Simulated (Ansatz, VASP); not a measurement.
# One calculation of CdBi2As4, two programs

```
Cd Bi As
1.0
     0.00000    5.80954    0.00000
     5.80954    0.00000    0.00000
     2.90477    2.90477   -5.80533
Cd Bi As
1 2 4
Direct
  0.00000 0.00000 0.00000
  0.50000 0.50000 0.00000
  0.75000 0.25000 0.50000
  0.37000 0.39000 0.74000
  0.61000 0.11000 0.26000
  0.89000 0.87000 0.74000
  0.13000 0.63000 0.26000
```

Alike in both runs: task single point; functional PBE; k mesh 5 × 5 × 5; occupations methfessel-paxton of order 1, width 0.0216 eV; no spin polarisation.

|  | VASP | Ansatz |
| --- | --- | --- |
| version | VASP 6.6.1 | Ansatz 0.2.0 |
| potentials or method | VASP PAW PBE potentials, release 64 (Cd, Bi_d, As), cutoff 520 eV | PAW plane waves |
| valence electrons in the cell | 62 | 110 |

Ansatz gave:

```
pressure (GPa)                                                : 12.3
traceless stress, the component that is largest in VASP (GPa) : -0.67
rms of the force components (eV/Å)                            : 0.974
```

Problem. Estimate VASP's values.

Solution. Pressure (GPa): 12.6; traceless stress, the component that is largest in VASP (GPa): -0.67; rms of the force components (eV/Å): 0.987.

Atom by atom the forces differ by 0.015 eV/Å (rms over components). VASP's potentials hold 62 valence electrons a cell and Ansatz's 110, so a difference there can come from the potentials and not from the codes.

Neither program's run includes spin-orbit coupling.
